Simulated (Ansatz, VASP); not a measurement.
GaN in VASP and in Ansatz

The input INCAR:

```
SYSTEM = GaN
PREC = Accurate ; ENCUT = 520
EDIFF = 1E-7 ; ISMEAR = 0
SIGMA = 0.02 ; LREAL = .False.
LASPH = .True. ; NELM = 60
ALGO = Normal ; ISIF = 2
LWAVE = .False. ; LCHARG = .False.
GGA = PE ; NBANDS = 26
```

File KPOINTS:

```
Automatic mesh
0
Gamma
  9 9 6
  0 0 0
```

The input POSCAR:

```
GaN
1.0
    3.2183571298      0.0000000000      0.0000000000
   -1.6091785649      2.7871790328      0.0000000000
    0.0000000000      0.0000000000      5.2431089265
Ga N
2 2
Direct
    0.6666666667      0.3333333333      0.4991348436
    0.3333333333      0.6666666667      0.9991348436
    0.6666666667      0.3333333333      0.8758651564
    0.3333333333      0.6666666667      0.3758651564
```

Input for Ansatz:

```yaml
crystal:
  lattice:
    - [3.2183571298, 0.0, 0.0]
    - [-1.6091785649, 2.7871790328, 0.0]
    - [0.0, 0.0, 5.2431089265]
  atoms:
    - { symbol: Ga, position: [0.6666666667, 0.3333333333, 0.4991348436] }
    - { symbol: Ga, position: [0.3333333333, 0.6666666667, 0.9991348436] }
    - { symbol: "N", position: [0.6666666667, 0.3333333333, 0.8758651564] }
    - { symbol: "N", position: [0.3333333333, 0.6666666667, 0.3758651564] }
basis:
  ecutwfc: 420
  xc_grid: 2
kpoints:
  mp_grid: { grid: [9, 9, 6] }
  band_path: { path: [VBM, CBM], npoints: 2 }
hamiltonian:
  xc: pbe
scf:
  occupations: { method: gaussian, width: 0.02 }
output:
  forces: true
  stress: true
  eigenvalues: true
```

Alike in both runs: task single point; functional PBE; k mesh 9 × 9 × 6; occupations gaussian, width 0.02 eV; no spin polarisation.

```csv
,VASP,Ansatz
version,VASP 6.6.1,Ansatz 0.2.0
potentials or method,"VASP PAW PBE potentials, release 64 (Ga_d, N), cutoff 520 eV","scalar-relativistic, plane waves, PAW"
valence electrons in the cell,36,36
```

```csv
,VASP,Ansatz,Ansatz less VASP
gap on the k mesh at the Fermi level (eV),1.72,1.71,-0.006
least direct gap on the mesh (eV),1.72,1.71,-0.006
pressure (GPa),0.1,0.0,-0.13
```

The functional is the same, so the differences come from potentials, cutoffs and numerics.
